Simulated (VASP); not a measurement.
Runs of VASP 6.6.1 on HfC (CsCl type). The structure is that of space group Pm-3m (No. 221), or close to it. The cells are those of the table. 

| task | cell | cutoff (eV) | k mesh for the DOS | occupations for the DOS | gap on the mesh (eV) | pressure (GPa) |
| --- | --- | --- | --- | --- | --- | --- |
| single point | a = 2.601 Å, 2 atoms | 520 | - | - | none | (b) |
| relaxation of cell and atoms | relaxed from a = 2.972 Å, 2 atoms | 600 | - | - | none | 0.0 |
| single point | a = 2.500 Å, 2 atoms | 520 | - | - | none | 218.3 |
| single point | a = 2.780 Å, 2 atoms | 520 | - | - | none | 31.9 |
| single point | a = 2.377 Å, 2 atoms | 520 | - | - | none | (a) |
| single point | a = 2.693 Å, 2 atoms | 520 | - | - | none | 68.8 |
| single point | a = 2.901 Å, 2 atoms | 520 | - | - | none | -1.4 |

Alike in all rows: level PBE; potentials or basis VASP PAW PBE potentials, release 64 (Hf_pv, C); no spin polarisation; k mesh 14 × 14 × 14; smearing fermi-dirac 0.08 eV.

Task: Fill in the values left out.

Result: (a) 397.2; (b) 126.1.

Caveats: spin-orbit coupling is left out, which moves the levels of the heavy elements.

A k mesh can miss the band edges, and the runs leave out spin-orbit coupling on Hf.

A gap of «none» marks levels without a gap at the run's occupations.
